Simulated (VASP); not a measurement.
# AlN (ref) (P6_3mc) in VASP: notebook, part 2 of 2

VASP 6.6.1. The steps go on from the part before.

## Step 3: Single point, r2SCAN

This run uses another cell than the first one, of 10.40 Å³/atom, 0.996 times its volume.

Contents of POSCAR:

```
AlN
1.0
    3.1064902802      0.0000000000      0.0000000000
   -1.5532451401      2.6902994992      0.0000000000
    0.0000000000      0.0000000000      4.9780207988
Al N
2 2
Direct
    0.3333333333      0.6666666667      0.0001761998
    0.6666666667      0.3333333333      0.5001761998
    0.3333333333      0.6666666667      0.3818238002
    0.6666666667      0.3333333333      0.8818238002
```

Contents of INCAR.step1:

```
PREC = Accurate
ENCUT = 520
ISMEAR = 0
SIGMA = 0.02
LREAL = F
LASPH = T
NELM = 100
NBANDS = 16
GGA = PE
ALGO = Normal
EDIFF = 1E-4
LWAVE = T
LCHARG = F
```

Contents of INCAR.step2:

```
PREC = Accurate
ENCUT = 520
EDIFF = 1E-7
ISMEAR = 0
SIGMA = 0.02
LREAL = F
LASPH = T
NELM = 100
ALGO = Normal
ISIF = 2
LWAVE = F
LCHARG = F
METAGGA = R2SCAN
LMIXTAU = T
NBANDS = 16
ISTART = 1
```

Contents of KPOINTS:

```
Automatic mesh
0
Gamma
  12 12 6
```

Potentials or basis: VASP PAW PBE potentials, release 64 (Al, N).

Started as:

```bash
$ cat potpaw_PBE.64/Al/POTCAR potpaw_PBE.64/N/POTCAR > POTCAR
$ cp INCAR.step1 INCAR
$ mpirun -np 1 vasp_std > vasp.out
$ cp INCAR.step2 INCAR
$ mpirun -np 1 vasp_std > vasp.out
```

OUTCAR:

```text
PREC = Accurate
   ENCUT = 520
   EDIFF = 1E-7
   ISMEAR = 0
   LREAL = F
   LASPH = T
   NELM = 100
   ISIF = 2
   METAGGA = R2SCAN
   ISTART = 1

 ion  position               nearest neighbor table
   1  0.333  0.667  0.000-   4 1.89   4 1.89   4 1.89   3 1.90   2 3.07   2 3.07   2 3.07   2 3.07
                             2 3.07   2 3.07
   2  0.667  0.333  0.500-   3 1.89   3 1.89   3 1.89   4 1.90   1 3.07   1 3.07   1 3.07   1 3.07
                             1 3.07   1 3.07
   3  0.333  0.667  0.382-   2 1.89   2 1.89   2 1.89   1 1.90
   4  0.667  0.333  0.882-   1 1.89   1 1.89   1 1.89   2 1.90

  LATTYP: Found a hexagonal cell.
 ALAT       =     3.1064902802
 C/A-ratio  =     1.6024581923

  Lattice vectors:

 A1 = (   3.1064902802,   0.0000000000,   0.0000000000)
 A2 = (  -1.5532451401,   2.6902994992,   0.0000000000)
 A3 = (   0.0000000000,   0.0000000000,   4.9780207988)

Analysis of symmetry for initial positions (statically):
=====================================================================
 Subroutine PRICEL returns:
 Original cell was already a primitive cell.

 Routine SETGRP: Setting up the symmetry group for a
 hexagonal supercell.

 Subroutine GETGRP returns: Found 12 space group operations
 (whereof  6 operations were pure point group operations)
 out of a pool of 24 trial point group operations.

The static configuration has the point symmetry C_3v.
 The point group associated with its full space group is C_6v.

Analysis of symmetry for dynamics (positions and initial velocities):
=====================================================================
 Subroutine PRICEL returns:
 Original cell was already a primitive cell.

 Routine SETGRP: Setting up the symmetry group for a
 hexagonal supercell.

 Subroutine GETGRP returns: Found 12 space group operations
 (whereof  6 operations were pure point group operations)
 out of a pool of 24 trial point group operations.

The dynamic configuration has the point symmetry C_3v.
 The point group associated with its full space group is C_6v.

 Subroutine INISYM returns: Found 12 space group operations
 (whereof  6 operations are pure point group operations),
 and found     1 'primitive' translations

----------------------------------------------------------------------------------------

                                     Primitive cell

  volume of cell :      41.6033

  direct lattice vectors                    reciprocal lattice vectors
     3.106490280  0.000000000  0.000000000     0.321906689  0.185852913  0.000000000
    -1.553245140  2.690299499  0.000000000     0.000000000  0.371705827  0.000000000
     0.000000000  0.000000000  4.978020799     0.000000000  0.000000000  0.200883050

  length of vectors
     3.106490280  3.106490280  4.978020799     0.371705827  0.371705827  0.200883050

  position of ions in fractional coordinates (direct lattice)
     0.333333333  0.666666667  0.000176200
     0.666666667  0.333333333  0.500176200
     0.333333333  0.666666667  0.381823800
     0.666666667  0.333333333  0.881823800

  ion indices of the primitive-cell ions
   primitive index   ion index
                 1           1
                 2           2
                 3           3
                 4           4

----------------------------------------------------------------------------------------
[... 22 lines left out ...]

 Found     76 irreducible k-points:

 Following reciprocal coordinates:
            Coordinates               Weight
  0.000000  0.000000  0.000000      1.000000
  0.083333  0.000000  0.000000      6.000000
  0.166667  0.000000  0.000000      6.000000
  0.250000  0.000000  0.000000      6.000000
  0.333333  0.000000  0.000000      6.000000
  0.416667 -0.000000  0.000000      6.000000
[... 16 lines left out ...]
  0.250000  0.000000  0.166667     12.000000
  0.333333  0.000000  0.166667     12.000000
 [... further k-points ...]
   k-points           NKPTS =     76   k-points in BZ     NKDIM =     76   number of bands    NBANDS=     16
   number of dos      NEDOS =    301   number of ions     NIONS =      4
   total plane-waves  NPLWV =  23040
   dimension x,y,z NGX =    24 NGY =   24 NGZ =   40
   dimension x,y,z NGXF=    48 NGYF=   48 NGZF=   80
   ions per type =               2   2
   NGX,Y,Z   is equivalent  to a cutoff of  12.84, 12.84, 13.36 a.u.
   NGXF,Y,Z  is equivalent  to a cutoff of  25.69, 25.69, 26.72 a.u.
 SYSTEM =  unknown system
   PREC   = accura    normal or accurate (medium, high low for compatibility)
   ISTART =      1    job   : 0-new  1-cont  2-samecut
   ICHARG =      0    charge: 1-file 2-atom 10-const
   ISPIN  =      1    spin polarized calculation?
   LNONCOLLINEAR =      F non collinear calculations
   LSORBIT =      F    spin-orbit coupling
   LASPH  =      T    aspherical Exc in radial PAW
   ENCUT  =  520.0 eV  38.22 Ry    6.18 a.u.   5.78  5.78  9.26*2*pi/ulx,y,z
   NELM   =    100;   NELMIN=  2; NELMDL=  0     # of ELM steps
   EDIFF  = 0.1E-06   stopping-criterion for ELM
   LREAL  =      F    real-space projection
   EDIFFG = 0.1E-05   stopping-criterion for IOM
   NSW    =      0    number of steps for IOM
   IBRION =     -1    ionic relax: 0-MD 1-quasi-New 2-CG
   NFREE  =      0    steps in history (QN), initial steepest desc. (CG)
   ISIF   =      2    stress and relaxation
   ISYM   =      2    0-nonsym 1-usesym 2-fastsym
   POTIM  = 0.5000    time-step for ionic-motion
   TEBEG  =    0.0;   TEEND  =   0.0 temperature during run
   PSTRESS=    0.0 pullay stress
   NELECT =      16.0000    total number of electrons
   NUPDOWN=      -1.0000    fix difference up-down
   EMIN   =  10.00;   EMAX   =-10.00  energy-range for DOS
   EFERMI =   0.00;   METHOD = LEGACY
   ISMEAR =     0;   SIGMA  =   0.02  broadening in eV -4-tet -1-fermi 0-gaus
   EFERMI_NEDOS =   21; number of points for ismear=-14 and -15
   IALGO  =     38    algorithm
   IMIX   =      4    mixing-type and parameters
     AMIX     =   0.40;   BMIX     =  1.00
     AMIX_MAG =   1.60;   BMIX_MAG =  1.00
  volume/ion in A,a.u.               =      10.40        70.19
  Fermi-wavevector in a.u.,A,eV,Ry     =   1.190526  2.249769 19.284261  1.417353
  Thomas-Fermi vector in A             =   2.326609
   LORBIT       =      0    0 simple, 1 ext, 2 COOP (PROOUT), +10 PAW based schemes
   METAGGA = R2SCAN    functional components
   LHFCALC =     F    Hartree Fock is set to
   AEXX    =    0.0000 exact exchange contribution
   IVDW    =     0    specifies the selected vdW correction
   LEPSILON=     F    determine dielectric tensor
   LRPA    =     F    only Hartree local field effects (RPA)
 non-spin polarized calculation
 Gauss-broadening in eV      SIGMA  =   0.02
  energy-cutoff  :      520.00
  volume of cell :       41.60
 maximum number of plane-waves:      1140
 NGX is ok and might be reduce to    24

 number of electron      15.9999996 magnetization

 Free energy of the ion-electron system (eV)
  ---------------------------------------------------
  ext. energy  EPLUGINS =         0.00000000
  ---------------------------------------------------
  free energy    TOTEN  =       -38.45636770 eV

  energy without entropy =      -38.45636770  energy(sigma->0) =      -38.45636770

 E-fermi :   6.0424     XC(G=0): -11.4178

 val. band max:        5.9209572002   @ k =   0.0000   0.0000   0.0000
 cond. band min:      10.8427471457   @ k =   0.0000   0.0000   0.0000
 fundamental gap:      4.9217899456
 Fermi energy:         6.0424446463

 k-point     1 :       0.0000    0.0000    0.0000
  band No.  band energies     occupation
      1     -10.0617      2.00000
      2      -7.9390      2.00000
      3      -0.1499      2.00000
      4       5.0352      2.00000
      5       5.0352      2.00000
      6       5.6961      2.00000
[... 433 lines left out ...]
      3       0.9542      2.00000
      4       1.9329      2.00000
      5       2.5428      2.00000
      6       4.1083      2.00000
[... 8 lines left out ...]
     15      19.4276      0.00000
     16      21.3315      0.00000

 [... further k-points ...]
[... 5 lines left out ...]
  --------------------------------------------------------------------------------------
  -------------------------------------------------------------------------------------
  Total       -0.0874174     -0.0874174     -0.0872896      0.0000000      0.0000000      0.0000000
  in kB       -3.3665214     -3.3665214     -3.3615973      0.0000000      0.0000000      0.0000000
  external PRESSURE =      -3.3648800 kB  Pullay stress =       0.0000000 kB

 VOLUME and BASIS-vectors are now :
 -----------------------------------------------------------------------------
  energy-cutoff  :      520.00
  volume of cell :       41.60
      direct lattice vectors                 reciprocal lattice vectors
     3.106490280  0.000000000  0.000000000     0.321906689  0.185852913  0.000000000
    -1.553245140  2.690299499  0.000000000     0.000000000  0.371705827  0.000000000
     0.000000000  0.000000000  4.978020799     0.000000000  0.000000000  0.200883050

 POSITION                                       TOTAL-FORCE (eV/Angst)
 -----------------------------------------------------------------------------------
     -0.00000      1.79353      0.00088         0.000000     -0.000000      0.000390
      1.55325      0.89677      2.48989        -0.000000     -0.000000      0.000390
     -0.00000      1.79353      1.90073         0.000000     -0.000000     -0.000390
      1.55325      0.89677      4.38974         0.000000      0.000000     -0.000390
 -----------------------------------------------------------------------------------
    total drift:                               -0.000000     -0.000000     -0.018979

  FREE ENERGIE OF THE ION-ELECTRON SYSTEM (eV)
  ---------------------------------------------------
  free  energy   TOTEN  =       -38.4563677026 eV

  energy  without entropy=      -38.4563677026  energy(sigma->0) =      -38.45636770
```

Run time: 3.9 min. Hardware: 1 thread of AMD EPYC 7R43 (Zen 3), shared host; peak memory 0.15 GiB.

Results:

```yaml
Free_energy: -38.4564 eV
Pressure: -0.3 GPa
Band_gap_on_the_k_mesh: 4.92 eV, direct
```

Levels at points of the mesh, in eV from the valence-band top:
| k point | band 5 | band 6 | band 7 | band 8 | band 9 | band 10 | band 11 | band 12 |
| --- | --- | --- | --- | --- | --- | --- | --- | --- |
| (0.00, 0.00, 0.00) | -0.89 | -0.22 | -0.22 | 0.00 | 4.92 | 7.54 | 11.62 | 12.05 |
| (0.50, 0.00, 0.00) | -3.39 | -2.14 | -1.77 | -0.71 | 6.45 | 6.56 | 9.05 | 11.26 |
| (0.00, 0.00, 0.50) | -0.57 | -0.57 | -0.57 | -0.57 | 7.26 | 7.26 | 11.32 | 11.32 |
| (0.50, 0.00, 0.50) | -1.50 | -1.50 | -1.39 | -1.39 | 6.00 | 6.00 | 10.15 | 10.15 |

Caveat: the PAW data sets were made with another functional, which shifts forces and pressure a little. A k mesh can miss the band edges.

## Step 4: Single point, r2SCAN

This run uses another cell than the first one, of 10.40 Å³/atom, 0.996 times its volume.

POSCAR is that of step 3.

Contents of INCAR.step1:

```
SYSTEM = AlN
ALGO = Normal
EDIFF = 1E-4
ENCUT = 520
GGA = PE
ISMEAR = 0
LASPH = .TRUE.
LCHARG = .FALSE.
LREAL = .FALSE.
LWAVE = .TRUE.
NBANDS = 16
NELM = 100
PREC = Accurate
SIGMA = 0.01
```

Contents of INCAR.step2:

```
SYSTEM = AlN
ALGO = Normal
EDIFF = 1E-6
ENCUT = 520
ISIF = 2
ISMEAR = 0
ISTART = 1
LASPH = .TRUE.
LCHARG = .FALSE.
LMIXTAU = .TRUE.
LREAL = .FALSE.
LWAVE = .FALSE.
METAGGA = R2SCAN
NBANDS = 16
NELM = 100
PREC = Accurate
SIGMA = 0.01
```

Contents of KPOINTS:

```
k-points
0
G
  12 12 6
  0 0 0
```

Started as:

```bash
$ cat potpaw_PBE.64/Al/POTCAR potpaw_PBE.64/N/POTCAR > POTCAR
$ cp INCAR.step1 INCAR
$ mpirun -np 1 vasp_std > vasp.out
$ cp INCAR.step2 INCAR
$ mpirun -np 1 vasp_std > vasp.out
```

It took 2.9 min on 1 thread of AMD EPYC 7R43 (Zen 3), shared host; peak memory 0.15 GiB.

Results (log left out):

```yaml
Free_energy: -38.4564 eV
Pressure: -0.3 GPa
Band_gap_on_the_k_mesh: 4.92 eV, direct
```

Levels at points of the mesh, in eV from the valence-band top:
```tsv
k point	band 6	band 7	band 8	band 9	band 10	band 11
(0.00, 0.00, 0.00)	-0.22	-0.22	0.00	4.92	7.54	11.62
(0.50, 0.00, 0.00)	-2.14	-1.77	-0.71	6.45	6.56	9.05
(0.00, 0.00, 0.50)	-0.56	-0.56	-0.56	7.26	7.26	11.32
(0.50, 0.00, 0.50)	-1.50	-1.39	-1.39	6.00	6.00	10.15
```

Caveat: the PAW data sets were made with another functional, which shifts forces and pressure a little. A k mesh can miss the band edges.

## Step 5: Single point, r2SCAN

This run uses another cell than the first one, of 10.40 Å³/atom, 0.996 times its volume.

Contents of POSCAR:

```
AlN
1.0
    3.1064902802      0.0000000000      0.0000000000
   -1.5532451401      2.6902994992      0.0000000000
    0.0000000000      0.0000000000      4.9780207988
Al N
2 2
Direct
    0.3333333333      0.6666666667     -0.0087002301
    0.6666666667      0.3333333333      0.4912997699
    0.3333333333      0.6666666667      0.3907002301
    0.6666666667      0.3333333333      0.8907002301
```

Contents of INCAR.step1:

```
SYSTEM = AlN
PREC     = Accurate       ! precision mode
ENCUT    = 520            ! plane-wave cutoff, eV
ISMEAR   = 0              ! smearing method
SIGMA    = 0.01           ! smearing width, eV
LREAL    = .False.        ! projectors in reciprocal space
LASPH    = .True.         ! aspherical terms in the spheres
NELM     = 60             ! most SCF steps
NBANDS   = 16             ! bands
GGA      = PE             ! functional
ALGO     = Normal         ! electronic algorithm
EDIFF    = 1E-4           ! SCF threshold, eV
LWAVE    = .True.         ! write WAVECAR
LCHARG   = .False.        ! write CHGCAR
```

Contents of INCAR.step2:

```
SYSTEM = AlN
PREC     = Accurate       ! precision mode
ENCUT    = 520            ! plane-wave cutoff, eV
EDIFF    = 1E-6           ! SCF threshold, eV
ISMEAR   = 0              ! smearing method
SIGMA    = 0.01           ! smearing width, eV
LREAL    = .False.        ! projectors in reciprocal space
LASPH    = .True.         ! aspherical terms in the spheres
NELM     = 60             ! most SCF steps
ALGO     = Normal         ! electronic algorithm
ISIF     = 2              ! what is computed and relaxed
LWAVE    = .False.        ! write WAVECAR
LCHARG   = .False.        ! write CHGCAR
METAGGA  = R2SCAN         ! meta-GGA
LMIXTAU  = .True.       
NBANDS   = 16             ! bands
ISTART   = 1
```

Contents of KPOINTS:

```
regular mesh
0
Gamma
  12 12 6
  0 0 0
```

Started as:

```bash
$ cat potpaw_PBE.64/Al/POTCAR potpaw_PBE.64/N/POTCAR > POTCAR
$ cp INCAR.step1 INCAR
$ mpirun -np 1 vasp_std > vasp.out
$ cp INCAR.step2 INCAR
$ mpirun -np 1 vasp_std > vasp.out
```

Run time: 2.8 min. Hardware: 1 thread of AMD EPYC 7R43 (Zen 3), shared host; peak memory 0.15 GiB.

The run converged. Its results:

* Free energy: -38.3688 eV
* Pressure: 0.1 GPa
* Largest force: 0.904 eV/Å
* Band gap on the k mesh: 4.63 eV, direct

Forces in eV/Å, atoms in the order of the input:
```
Al   0.000  0.000  0.904
Al   0.000  0.000  0.904
N    0.000  0.000 -0.904
N    0.000  0.000 -0.904
```

Stress tensor (GPa, compression positive):
```
 3.55  0.00  0.00
 0.00  3.55  0.00
 0.00  0.00 -6.65
```

Levels at points of the mesh, in eV from the valence-band top:
| k point | band 5 | band 6 | band 7 | band 8 | band 9 | band 10 | band 11 | band 12 |
| --- | --- | --- | --- | --- | --- | --- | --- | --- |
| (0.00, 0.00, 0.00) | -1.31 | -0.64 | -0.64 | 0.00 | 4.63 | 7.31 | 11.53 | 11.73 |
| (0.50, 0.00, 0.00) | -3.56 | -2.52 | -1.88 | -1.10 | 6.32 | 6.34 | 8.69 | 10.91 |
| (0.00, 0.00, 0.50) | -0.99 | -0.99 | -0.99 | -0.99 | 7.09 | 7.09 | 11.04 | 11.04 |
| (0.50, 0.00, 0.50) | -1.89 | -1.89 | -1.55 | -1.55 | 5.78 | 5.78 | 9.71 | 9.71 |

Caveat: the PAW data sets were made with another functional, which shifts forces and pressure a little. A k mesh can miss the band edges.

## Step 6: Single point, r2SCAN

This run uses another cell than the first one, of 10.40 Å³/atom, 0.996 times its volume.

Contents of POSCAR:

```
AlN
1.0
    3.1064902802      0.0000000000      0.0000000000
   -1.5532451401      2.6902994992      0.0000000000
    0.0000000000      0.0000000000      4.9780207988
Al N
2 2
Direct
    0.3333333333      0.6666666667     -0.0175766601
    0.6666666667      0.3333333333      0.4824233399
    0.3333333333      0.6666666667      0.3995766601
    0.6666666667      0.3333333333      0.8995766601
```

Contents of INCAR.step1:

```
SYSTEM = AlN
PREC = Accurate
ENCUT = 520
ISMEAR = 0
SIGMA = 0.01
LREAL = .False.
LASPH = .True.
NELM = 60
NBANDS = 16
GGA = PE
ALGO = Normal
EDIFF = 1E-4
LWAVE = .True.
LCHARG = .False.
```

Contents of INCAR.step2:

```
SYSTEM = AlN
PREC = Accurate
ENCUT = 520
EDIFF = 1E-7
ISMEAR = 0
SIGMA = 0.01
LREAL = .False.
LASPH = .True.
NELM = 60
ALGO = Normal
ISIF = 2
LWAVE = .False.
LCHARG = .False.
METAGGA = R2SCAN
LMIXTAU = .True.
NBANDS = 16
ISTART = 1
```

Contents of KPOINTS:

```
Automatic mesh
0
Gamma
  12 12 6
  0 0 0
```

Potentials or basis: VASP PAW PBE potentials, release 64 (Al, N).

Started as:

```bash
$ cat potpaw_PBE.64/Al/POTCAR potpaw_PBE.64/N/POTCAR > POTCAR
$ cp INCAR.step1 INCAR
$ mpirun -np 1 vasp_std > vasp.out
$ cp INCAR.step2 INCAR
$ mpirun -np 1 vasp_std > vasp.out
```

Run time: 3.6 min. Hardware: 1 thread of AMD EPYC 7R43 (Zen 3), shared host; peak memory 0.15 GiB.

It converged, with:

```yaml
Free_energy: -38.1624 eV
Pressure: 1.7 GPa
Largest_force: 1.361 eV/Å
Band_gap_on_the_k_mesh: 4.32 eV, direct
```

Forces on the atoms (eV/Å):
```
Al   0.000  0.000  1.361
Al   0.000  0.000  1.361
N    0.000  0.000 -1.361
N    0.000  0.000 -1.361
```

Stress tensor (GPa, compression positive):
```
 7.56  0.00  0.00
 0.00  7.56  0.00
 0.00  0.00 -9.97
```

Levels at points of the mesh, in eV from the valence-band top:
```
           k point  band 6  band 7  band 8  band 9  band 10  band 11
(0.00, 0.00, 0.00)   -1.04   -1.04    0.00    4.32     7.10    11.40
(0.50, 0.00, 0.00)   -2.88   -1.98   -1.48    6.14     6.21     8.27
(0.00, 0.00, 0.50)   -1.38   -1.38   -1.38    6.91     6.91    10.77
(0.50, 0.00, 0.50)   -2.25   -1.69   -1.69    5.58     5.58     9.27
```

Caveat: the PAW data sets were made with another functional, which shifts forces and pressure a little. A k mesh can miss the band edges.

## Step 7: Overview

| cell | k mesh | smearing | gap on the mesh (eV) | pressure (GPa) | largest force (eV/Å) |
| --- | --- | --- | --- | --- | --- |
| a = 3.112, b = 3.112, c = 4.982 Å, angles 90.0, 90.0, 120.0°, 4 atoms | 6 × 6 × 4 | gaussian 0.1 eV | 4.87 | -1.3 | 0.01 |
| a = 3.106, b = 3.106, c = 4.978 Å, angles 90.0, 90.0, 120.0°, 4 atoms | 12 × 12 × 6 | gaussian 0.02 eV | 4.92 | -0.3 | - |
| a = 3.106, b = 3.106, c = 4.978 Å, angles 90.0, 90.0, 120.0°, 4 atoms | 12 × 12 × 6 | gaussian 0.01 eV | 4.32 | 1.7 | 1.36 |

Some of these runs hold the atoms at other places in the same cell, which the table doesn't show; runs alike in all that it shows share one row.

Alike in all rows: task single point; level r2SCAN; potentials or basis VASP PAW PBE potentials, release 64 (Al, N); no spin polarisation; cutoff (eV) 520.

Caveats: the PAW data sets were made with another functional, which shifts forces and pressure a little.

Absolute energies hang on the potentials; compare differences alone.
